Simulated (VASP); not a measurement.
Y2Lu, 6 atoms in the cell. Symmetry: Fd-3m, No. 227, cubic system. Conventional cell: a = 9.249 Å, b = 9.249 Å, c = 9.249 Å, α = 90.00°, β = 90.00°, γ = 90.00°. Y (site symmetry -3m) has 6 Y at 3.27 Å and 6 Lu at 3.83 Å within 4.3 Å. Lu (site symmetry -43m) has 12 Y at 3.83 Å and 4 Lu at 4.00 Å within 5.0 Å. 

```yaml
Program: VASP 6.6.1
Task: single point
Functional: PBE
Potentials_or_basis: VASP PAW PBE potentials, release 64 (Y_sv, Lu)
Cutoff: 520 eV
k_mesh: 4 × 4 × 4
Occupations: gaussian, width 0.1 eV
Spin: no spin polarisation
Dipole_correction: no
Further_INCAR_settings: ALGO = Normal; EDIFF = 1e-06; NBANDS = 56
```

Potentials or basis: VASP PAW PBE potentials, release 64 (Y_sv, Lu).

The run is started by

```sh
$ cat potpaw_PBE.64/Y_sv/POTCAR potpaw_PBE.64/Lu/POTCAR > POTCAR
$ mpirun -np 1 vasp_std > vasp.out
```

Hardware: 1 thread of Intel(R) Xeon(R) Platinum 8488C (Sapphire Rapids), on a shared host.

Task: How long does it take, and how much memory?

Result: Wall time 2.3 min on 1 thread of Intel(R) Xeon(R) Platinum 8488C (Sapphire Rapids), with other jobs on the host, peak memory 0.38 GiB. Counts: scf iterations 14, k points 8.
